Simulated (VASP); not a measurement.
Crystal: Sr.

```xyz
1
Lattice="0.0000 3.0336 3.0336 3.0336 0.0000 3.0336 3.0336 3.0336 0.0000" Properties=species:S:1:pos:R:3 pbc="T T T"
Sr    0.0000    0.0000    0.0000
```

| Item | Value |
| --- | --- |
| Program | VASP 6.6.1 |
| Task | relaxation of cell and atoms |
| Functional | LDA |
| Potentials or basis | VASP PAW LDA potentials, release 64 (Sr_sv) |
| Cutoff | 600 eV |
| k mesh | 14 × 14 × 14 |
| Occupations | gaussian, width 0.01 eV |
| Spin | no spin polarisation |

At the start: pressure -1.6 GPa; volume 55.83 Å³/atom.

Q: Where does the relaxation end?

A: Over 25 steps the energy falls by 41.5 meV/atom and the volume is 48.43 Å³/atom (-13.3 %); space group Fm-3m (No. 225, to 0.1 Å) before and after.

The path:
```tsv
step	energy change (eV)	largest force (eV/Å)	pressure (GPa)	volume (Å³)
1	0.0000	0.0000	-1.58	55.83
2	-0.0332	0.0000	-0.82	51.51
3	-0.0414	0.0000	-0.10	48.71
4	-0.0415	0.0000	0.01	48.36
5	-0.0415	0.0000	-0.04	48.50
6	-0.0415	0.0000	-0.04	48.50
7	-0.0415	0.0000	-0.06	48.50
8	-0.0415	0.0000	-0.04	48.50
9	-0.0415	0.0000	-0.03	48.50
10	-0.0415	0.0000	-0.03	48.50
11	-0.0415	0.0000	-0.03	48.50
12	-0.0415	0.0000	-0.03	48.50
13	-0.0415	0.0000	-0.03	48.49
14	-0.0415	0.0000	-0.04	48.49
15	-0.0415	0.0000	-0.05	48.49
16	-0.0415	0.0000	-0.04	48.48
17	-0.0415	0.0000	-0.03	48.46
18	-0.0415	0.0000	-0.03	48.43
19	-0.0415	0.0000	0.01	48.36
20	-0.0415	0.0000	0.02	48.38
21	-0.0415	0.0000	0.02	48.40
22	-0.0415	0.0000	0.01	48.42
23	-0.0415	0.0000	0.03	48.42
24	-0.0415	0.0000	0.01	48.42
25	-0.0415	0.0000	0.00	48.43
```

Final structure:
```cif
data_structure
_symmetry_space_group_name_H-M 'P 1'
_symmetry_Int_Tables_number 1
_cell_length_a 4.0913
_cell_length_b 4.0913
_cell_length_c 4.0913
_cell_angle_alpha 60.000
_cell_angle_beta 60.000
_cell_angle_gamma 60.000
_cell_volume 48.43
loop_
_atom_site_label
_atom_site_type_symbol
_atom_site_fract_x
_atom_site_fract_y
_atom_site_fract_z
_atom_site_occupancy
Sr1 Sr 0.00000 0.00000 0.00000 1
```
